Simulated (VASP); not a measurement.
# Be (P6_3/mmc) in VASP: a series of runs

Be is run at these levels: PBEsol; tasks: single point, relaxation of cell and atoms.

Program: VASP 6.6.1. These are calculated values, not measurements. Logs are shortened: lines on timing, memory, paths and dates and some standing lists are left out, and cuts for length are marked.

### Step 1. The cell of the first run

The structure is hexagonal, space group P6_3/mmc (No. 194). Conventional cell: a = 2.255 Å, b = 2.255 Å, c = 3.559 Å, α = 90.00°, β = 90.00°, γ = 120.00°. Be (site symmetry -6m2) has 12 Be at 2.20 to 2.25 Å within 2.9 Å.

### Step 2. Single point, PBEsol

INCAR

```
PREC = Accurate
ENCUT = 520
EDIFF = 1E-7
ISMEAR = -1
SIGMA = 0.1
LREAL = False
LASPH = True
NELM = 60
ALGO = Normal
ISIF = 2
LWAVE = False
LCHARG = False
GGA = PS
NBANDS = 9
```

KPOINTS

```
Automatic mesh
0
Gamma
  22 22 12
```

POSCAR

```
Be
1.0
    2.2546191457      0.0000000000      0.0000000000
   -1.1273095728      1.9525574560      0.0000000000
    0.0000000000      0.0000000000      3.5591954091
Be
2
Direct
    0.3333333333      0.6666666667      0.2500000000
    0.6666666667      0.3333333333      0.7500000000
```

Potentials or basis: VASP PAW PBE potentials, release 64 (Be).

Started as:

```sh
$ cat potpaw_PBE.64/Be/POTCAR > POTCAR
$ mpirun -np 1 vasp_std > vasp.out
```

OUTCAR:

```text
PREC = Accurate
   ENCUT = 520
   EDIFF = 1E-7
   ISMEAR = -1
   LREAL = False
   LASPH = True
   NELM = 60
   ISIF = 2
   GGA = PS

 ion  position               nearest neighbor table
   1  0.333  0.667  0.250-   2 2.20   2 2.20   2 2.20   2 2.20   2 2.20   2 2.20
   2  0.667  0.333  0.750-   1 2.20   1 2.20   1 2.20   1 2.20   1 2.20   1 2.20

  LATTYP: Found a hexagonal cell.
 ALAT       =     2.2546191457
 C/A-ratio  =     1.5786237848

  Lattice vectors:

 A1 = (   2.2546191457,   0.0000000000,   0.0000000000)
 A2 = (  -1.1273095728,   1.9525574560,   0.0000000000)
 A3 = (   0.0000000000,   0.0000000000,   3.5591954091)

Analysis of symmetry for initial positions (statically):
=====================================================================
 Subroutine PRICEL returns:
 Original cell was already a primitive cell.

 Routine SETGRP: Setting up the symmetry group for a
 hexagonal supercell.

 Subroutine GETGRP returns: Found 24 space group operations
 (whereof 12 operations were pure point group operations)
 out of a pool of 24 trial point group operations.

The static configuration has the point symmetry D_3d.
 The point group associated with its full space group is D_6h.

Analysis of symmetry for dynamics (positions and initial velocities):
=====================================================================
 Subroutine PRICEL returns:
 Original cell was already a primitive cell.

 Routine SETGRP: Setting up the symmetry group for a
 hexagonal supercell.

 Subroutine GETGRP returns: Found 24 space group operations
 (whereof 12 operations were pure point group operations)
 out of a pool of 24 trial point group operations.

The dynamic configuration has the point symmetry D_3d.
 The point group associated with its full space group is D_6h.

 Subroutine INISYM returns: Found 24 space group operations
 (whereof 12 operations are pure point group operations),
 and found     1 'primitive' translations

----------------------------------------------------------------------------------------

                                     Primitive cell

  volume of cell :      15.6686

  direct lattice vectors                    reciprocal lattice vectors
     2.254619146  0.000000000  0.000000000     0.443533890  0.256074411  0.000000000
    -1.127309573  1.952557456  0.000000000     0.000000000  0.512148821  0.000000000
     0.000000000  0.000000000  3.559195409     0.000000000  0.000000000  0.280962376

  length of vectors
     2.254619146  2.254619146  3.559195409     0.512148821  0.512148821  0.280962376

  position of ions in fractional coordinates (direct lattice)
     0.333333333  0.666666667  0.250000000
     0.666666667  0.333333333  0.750000000

  ion indices of the primitive-cell ions
   primitive index   ion index
                 1           1
                 2           2

----------------------------------------------------------------------------------------

 KPOINTS: Automatic mesh

Automatic generation of k-mesh.
 Grid dimensions read from file:
 generate k-points for:   22   22   12

 Generating k-lattice:

  Cartesian coordinates                     Fractional coordinates (reciprocal lattice)
     0.020160631  0.011639746  0.000000000     0.045454545  0.000000000  0.000000000
     0.000000000  0.023279492  0.000000000     0.000000000  0.045454545  0.000000000
     0.000000000  0.000000000  0.023413531     0.000000000  0.000000000  0.083333333

  Length of vectors
     0.023279492  0.023279492  0.023413531

  Shift w.r.t. Gamma in fractional coordinates (k-lattice)
     0.000000000  0.000000000  0.000000000

 Subroutine IBZKPT returns following result:
 ===========================================

 Found    364 irreducible k-points:

 Following reciprocal coordinates:
            Coordinates               Weight
  0.000000  0.000000  0.000000      1.000000
  0.045455 -0.000000  0.000000      6.000000
  0.090909 -0.000000  0.000000      6.000000
  0.136364 -0.000000  0.000000      6.000000
  0.181818  0.000000  0.000000      6.000000
  0.227273 -0.000000  0.000000      6.000000
[... 16 lines left out ...]
  0.090909  0.090909  0.000000      6.000000
  0.136364  0.090909  0.000000     12.000000
 [... further k-points ...]
   k-points           NKPTS =    364   k-points in BZ     NKDIM =    364   number of bands    NBANDS=      9
   number of dos      NEDOS =    301   number of ions     NIONS =      2
   total plane-waves  NPLWV =   9072
   dimension x,y,z NGX =    18 NGY =   18 NGZ =   28
   dimension x,y,z NGXF=    36 NGYF=   36 NGZF=   56
   ions per type =               2
   NGX,Y,Z   is equivalent  to a cutoff of  13.27, 13.27, 13.08 a.u.
   NGXF,Y,Z  is equivalent  to a cutoff of  26.54, 26.54, 26.16 a.u.
 SYSTEM =  unknown system
   PREC   = accura    normal or accurate (medium, high low for compatibility)
   ISTART =      0    job   : 0-new  1-cont  2-samecut
   ICHARG =      2    charge: 1-file 2-atom 10-const
   ISPIN  =      1    spin polarized calculation?
   LNONCOLLINEAR =      F non collinear calculations
   LSORBIT =      F    spin-orbit coupling
   LASPH  =      T    aspherical Exc in radial PAW
   ENCUT  =  520.0 eV  38.22 Ry    6.18 a.u.   4.19  4.19  6.62*2*pi/ulx,y,z
   NELM   =     60;   NELMIN=  2; NELMDL= -5     # of ELM steps
   EDIFF  = 0.1E-06   stopping-criterion for ELM
   LREAL  =      F    real-space projection
   EDIFFG = 0.1E-05   stopping-criterion for IOM
   NSW    =      0    number of steps for IOM
   IBRION =     -1    ionic relax: 0-MD 1-quasi-New 2-CG
   NFREE  =      0    steps in history (QN), initial steepest desc. (CG)
   ISIF   =      2    stress and relaxation
   ISYM   =      2    0-nonsym 1-usesym 2-fastsym
   POTIM  = 0.5000    time-step for ionic-motion
   TEBEG  =    0.0;   TEEND  =   0.0 temperature during run
   PSTRESS=    0.0 pullay stress
   NELECT =       4.0000    total number of electrons
   NUPDOWN=      -1.0000    fix difference up-down
   EMIN   =  10.00;   EMAX   =-10.00  energy-range for DOS
   EFERMI =   0.00;   METHOD = LEGACY
   ISMEAR =    -1;   SIGMA  =   0.10  broadening in eV -4-tet -1-fermi 0-gaus
   EFERMI_NEDOS =   21; number of points for ismear=-14 and -15
   IALGO  =     38    algorithm
   IMIX   =      4    mixing-type and parameters
     AMIX     =   0.40;   BMIX     =  1.00
     AMIX_MAG =   1.60;   BMIX_MAG =  1.00
  volume/ion in A,a.u.               =       7.83        52.87
  Fermi-wavevector in a.u.,A,eV,Ry     =   1.038529  1.962535 14.674456  1.078542
  Thomas-Fermi vector in A             =   2.173017
   LORBIT       =      0    0 simple, 1 ext, 2 COOP (PROOUT), +10 PAW based schemes
   GGA     = PS    functional components
   LHFCALC =     F    Hartree Fock is set to
   AEXX    =    0.0000 exact exchange contribution
   IVDW    =     0    specifies the selected vdW correction
   LEPSILON=     F    determine dielectric tensor
   LRPA    =     F    only Hartree local field effects (RPA)
 non-spin polarized calculation
  energy-cutoff  :      520.00
  volume of cell :       15.67
 maximum number of plane-waves:       446
 NGX is ok and might be reduce to    18
   NGX =  9   NGY =  9   NGZ = 13

 number of electron       4.0000000 magnetization

 Free energy of the ion-electron system (eV)
  ---------------------------------------------------
  ext. energy  EPLUGINS =         0.00000000
  ---------------------------------------------------
  free energy    TOTEN  =        -7.99924070 eV

  energy without entropy =       -7.99504908  energy(sigma->0) =       -7.99714489

 E-fermi :   7.2219     XC(G=0): -10.6382

 val. band max:        7.1272590669   @ k =   0.3182   0.0909   0.0000
 cond. band min:       7.2255521969   @ k =   0.2727   0.2273   0.0833
 fundamental gap:      0.0982931301
 Fermi energy:         7.2218991775

 k-point     1 :       0.0000    0.0000    0.0000
  band No.  band energies     occupation
      1      -4.3035      2.00000
      2       2.5738      2.00000
      3       8.2045      0.00011
      4      23.2507      0.00000
      5      23.2507      0.00000
      6      26.1012      0.00000
      7      26.1012      0.00000
      8      28.1213      0.00000
      9      34.3761      0.00000

 k-point     2 :       0.0455   -0.0000    0.0000
  band No.  band energies     occupation
      1      -4.2440      2.00000
      2       2.6524      2.00000
      3       8.2216      0.00009
      4      22.7393      0.00000
      5      22.8525      0.00000
      6      26.1095      0.00000
      7      26.3228      0.00000
      8      28.0147      0.00000
      9      33.2766      0.00000

 k-point     3 :       0.0909   -0.0000    0.0000
  band No.  band energies     occupation
      1      -4.0654      2.00000
      2       2.8879      2.00000
      3       8.2705      0.00006
      4      21.4236      0.00000
      5      21.9861      0.00000
      6      26.0910      0.00000
      7      26.6316      0.00000
      8      27.6556      0.00000
      9      31.5773      0.00000

 k-point     4 :       0.1364   -0.0000    0.0000
  band No.  band energies     occupation
      1      -3.7674      2.00000
      2       3.2800      2.00000
      3       8.3418      0.00003
      4      19.6904      0.00000
      5      21.0023      0.00000
      6      25.9678      0.00000
      7      26.6739      0.00000
      8      26.9336      0.00000
      9      29.7493      0.00000
[... 205 lines left out ...]
 k-point    22 :       0.4545    0.0455    0.0000
  band No.  band energies     occupation
      1       1.9109      2.00000
      2       4.2042      2.00000
      3      10.5722      0.00000
      4      13.8074      0.00000
      5      13.8906      0.00000
      6      15.4546      0.00000
      7      18.3364      0.00000
      8      24.0599      0.00000
      9      27.3055      0.00000

 k-point    23 :       0.0909    0.0909    0.0000
  band No.  band energies     occupation
      1      -3.5884      2.00000
      2       3.5149      2.00000
      3       8.3850      0.00002
      4      19.2734      0.00000
      5      19.8544      0.00000
      6      25.9887      0.00000
      7      26.3639      0.00000
      8      26.5289      0.00000
      9      30.4269      0.00000

 k-point    24 :       0.1364    0.0909    0.0000
  band No.  band energies     occupation
      1      -3.1705      2.00000
      2       4.0619      2.00000
      3       8.4594      0.00001
      4      17.5651      0.00000
      5      18.8549      0.00000
      6      25.4212      0.00000
      7      25.5204      0.00000
      8      25.8664      0.00000
      9      29.7164      0.00000

 [... further k-points ...]

------------------------ aborting loop because EDIFF is reached ----------------------------------------

  FORCE on cell =-STRESS in cart. coord.  units (eV):
  Direction    XX          YY          ZZ          XY          YZ          ZX
  --------------------------------------------------------------------------------------
  -------------------------------------------------------------------------------------
  Total        0.0349276      0.0349276      0.0411602      0.0000000      0.0000000      0.0000000
  in kB        3.5715035      3.5715035      4.2088081      0.0000000      0.0000000      0.0000000
  external PRESSURE =       3.7839383 kB  Pullay stress =       0.0000000 kB

 VOLUME and BASIS-vectors are now :
 -----------------------------------------------------------------------------
  energy-cutoff  :      520.00
  volume of cell :       15.67
      direct lattice vectors                 reciprocal lattice vectors
     2.254619146  0.000000000  0.000000000     0.443533890  0.256074411  0.000000000
    -1.127309573  1.952557456  0.000000000     0.000000000  0.512148821  0.000000000
     0.000000000  0.000000000  3.559195409     0.000000000  0.000000000  0.280962376

 POSITION                                       TOTAL-FORCE (eV/Angst)
 -----------------------------------------------------------------------------------
     -0.00000      1.30170      0.88980         0.000000     -0.000000      0.000000
      1.12731      0.65085      2.66940        -0.000000      0.000000      0.000000
 -----------------------------------------------------------------------------------
    total drift:                                0.000000     -0.000000      0.000000

  FREE ENERGIE OF THE ION-ELECTRON SYSTEM (eV)
  ---------------------------------------------------
  free  energy   TOTEN  =        -7.9992407049 eV

  energy  without entropy=       -7.9950490794  energy(sigma->0) =       -7.99714489
```

Run time: 66 s. Hardware: 1 thread of AMD EPYC 7R13, shared host; peak memory 0.13 GiB.

What came out:

```yaml
Free_energy: -7.9992 eV
Pressure: 0.4 GPa
Band_gap_on_the_k_mesh: zero (bands 2 and 3 overlap by 1.94 eV)
```

Caveat: the PAW data sets were made with another functional, which shifts forces and pressure a little.

### Step 3. Relaxation of cell and atoms, PBEsol

This run uses another cell than the first one, of 8.11 Å³/atom.

INCAR

```
PREC = Accurate
ENCUT = 600
EDIFF = 1E-7
ISMEAR = -1
SIGMA = 0.1
LREAL = False
LASPH = True
NELM = 80
ALGO = Normal
ISIF = 3
LWAVE = False
LCHARG = False
GGA = PS
IBRION = 2
NSW = 50
EDIFFG = -0.03
```

KPOINTS is that of step 2.

POSCAR

```
Be
1.0
    2.2853000000      0.0000000000      0.0000000000
   -1.1426500000      1.9791278600      0.0000000000
    0.0000000000      0.0000000000      3.5842000000
Be
2
Direct
    0.3333333325      0.6666666650      0.2500000000
    0.6666666675      0.3333333350      0.7500000000
```

Potentials or basis: VASP PAW PBE potentials, release 64 (Be).

Started as:

```sh
$ cat potpaw_PBE.64/Be/POTCAR > POTCAR
$ mpirun -np 1 vasp_std > vasp.out
```

OUTCAR:

```text
PREC = Accurate
   ENCUT = 600
   EDIFF = 1E-7
   ISMEAR = -1
   LREAL = False
   LASPH = True
   NELM = 80
   ISIF = 3
   GGA = PS
   IBRION = 2
   NSW = 50
   EDIFFG = -0.03

 ion  position               nearest neighbor table
   1  0.333  0.667  0.250-   2 2.23   2 2.23   2 2.23   2 2.23   2 2.23   2 2.23
   2  0.667  0.333  0.750-   1 2.23   1 2.23   1 2.23   1 2.23   1 2.23   1 2.23

  LATTYP: Found a hexagonal cell.
 ALAT       =     2.2853000000
 C/A-ratio  =     1.5683717674

  Lattice vectors:

 A1 = (   2.2853000000,   0.0000000000,   0.0000000000)
 A2 = (  -1.1426500000,   1.9791278600,   0.0000000000)
 A3 = (   0.0000000000,   0.0000000000,   3.5842000000)

Analysis of symmetry for initial positions (statically):
=====================================================================
[... 259 lines left out ...]
 cond. band min:       7.2018525317   @ k =   0.2727   0.2273   0.0833
 fundamental gap:      0.0978620011
 Fermi energy:         7.1970597955

 k-point     1 :       0.0000    0.0000    0.0000
  band No.  band energies     occupation
      1      -4.3110      2.00000
      2       2.5755      2.00000
      3       8.1983      0.00009
      4      23.1620      0.00000
      5      23.1620      0.00000
      6      26.0151      0.00000
[... 199 lines left out ...]
 k-point    24 :       0.1364    0.0909    0.0000
  band No.  band energies     occupation
      1      -3.1803      2.00000
      2       4.0590      2.00000
      3       8.4518      0.00001
      4      17.4978      0.00000
      5      18.7817      0.00000
      6      25.3635      0.00000

 [... further k-points ...]

------------------------ aborting loop because EDIFF is reached ----------------------------------------

  FORCE on cell =-STRESS in cart. coord.  units (eV):
  Direction    XX          YY          ZZ          XY          YZ          ZX
  --------------------------------------------------------------------------------------
  -------------------------------------------------------------------------------------
  Total       -0.0142317     -0.0142317      0.0413058      0.0000000     -0.0000000      0.0000000
  in kB       -1.4512398     -1.4512398      4.2120652      0.0000000     -0.0000000      0.0000000
  external PRESSURE =       0.4365285 kB  Pullay stress =       0.0000000 kB
[... 17 lines left out ...]
  FREE ENERGIE OF THE ION-ELECTRON SYSTEM (eV)
  ---------------------------------------------------
  free  energy   TOTEN  =        -7.9993163313 eV

  energy  without entropy=       -7.9950567645  energy(sigma->0) =       -7.99718655

 reached required accuracy - stopping structural energy minimisation
```

OSZICAR:

```text
N       E                     dE             d eps       ncg     rms          rms(c)
DAV:   1    -0.182562486366E+01   -0.18256E+01   -0.19520E+03  4368   0.616E+02
DAV:   2    -0.797450251031E+01   -0.61489E+01   -0.58538E+01  6666   0.729E+01
DAV:   3    -0.802415262583E+01   -0.49650E-01   -0.48985E-01  5778   0.583E+00
[... 14 lines left out ...]
       N       E                     dE             d eps       ncg     rms          rms(c)
DAV:   1    -0.799931637816E+01   -0.15811E-03   -0.75270E-04  5616   0.342E-01    0.112E-02
DAV:   2    -0.799931568783E+01    0.69034E-06   -0.12277E-06  6102   0.121E-02    0.690E-03
DAV:   3    -0.799931633031E+01   -0.64248E-06   -0.54761E-07  5202   0.115E-02    0.267E-04
DAV:   4    -0.799931633128E+01   -0.97323E-09   -0.28706E-09  3204   0.525E-04
   3 F= -.79993163E+01 E0= -.79971865E+01  d E =-.605071E-02
```

CONTCAR:

```text
Be
   1.00000000000000
     2.2578407132991591    0.0000000000000000    0.0000000000000000
    -1.1289203566495796    1.9553474199767189    0.0000000000000000
     0.0000000000000000    0.0000000000000000    3.5588509273196589
  Be
     2
Direct
     0.3333333324999970    0.6666666650000010    0.2500000000000000
     0.6666666675000030    0.3333333349999990    0.7500000000000000

  0.00000000E+00  0.00000000E+00  0.00000000E+00
  0.00000000E+00  0.00000000E+00  0.00000000E+00
```

It took 73 s on 1 thread of AMD EPYC 7R13, shared host; peak memory 0.13 GiB.

Results:

```yaml
Free_energy: -7.9993 eV
Relaxed_volume: 7.86 Å³/atom
Relaxed_cell: a = 2.258 Å, b = 2.258 Å, c = 3.559 Å, α = 90.00°, β = 90.00°, γ = 120.00°
Space_group_after_relaxing_to_0.1_Å: P6_3/mmc (No. 194)
Energy_gained_by_relaxing: 3.0 meV/atom
Ionic_steps: 3
Pressure_after_relaxing: 0.0 GPa
Band_gap_on_the_k_mesh: zero (bands 2 and 3 overlap by 1.95 eV)
```

Step by step:
| step | energy change (eV) | largest force (eV/Å) | pressure (GPa) | volume (Å³) |
| --- | --- | --- | --- | --- |
| 1 | 0.0000 | 0.0000 | -3.59 | 16.21 |
| 2 | -0.0059 | 0.0000 | -0.55 | 15.79 |
| 3 | -0.0061 | 0.0000 | 0.04 | 15.71 |

Final structure:
```xyz
2
Lattice="2.2578 0.0000 0.0000 -1.1289 1.9553 0.0000 0.0000 0.0000 3.5589" Properties=species:S:1:pos:R:3 pbc="T T T"
Be    0.0000    1.3036    0.8897
Be    1.1289    0.6518    2.6691
```

Levels at points of the mesh, in eV from the Fermi level:
```csv
k point,band 1,band 2,band 3,band 4,band 5,band 6
"(0.00, 0.00, 0.00)",-11.51,-4.62,1.00,15.96,15.96,18.82
"(0.50, 0.00, 0.00)",-5.18,-3.26,3.51,6.37,6.65,9.33
"(0.00, 0.00, 0.50)",-9.35,-9.35,10.60,10.60,17.62,17.62
"(0.50, 0.00, 0.50)",-3.79,-3.79,1.47,1.47,11.95,11.95
```

Caveat: the PAW data sets were made with another functional, which shifts forces and pressure a little.

The gap in the log of VASP goes by the Fermi energy; the results here count the filled bands.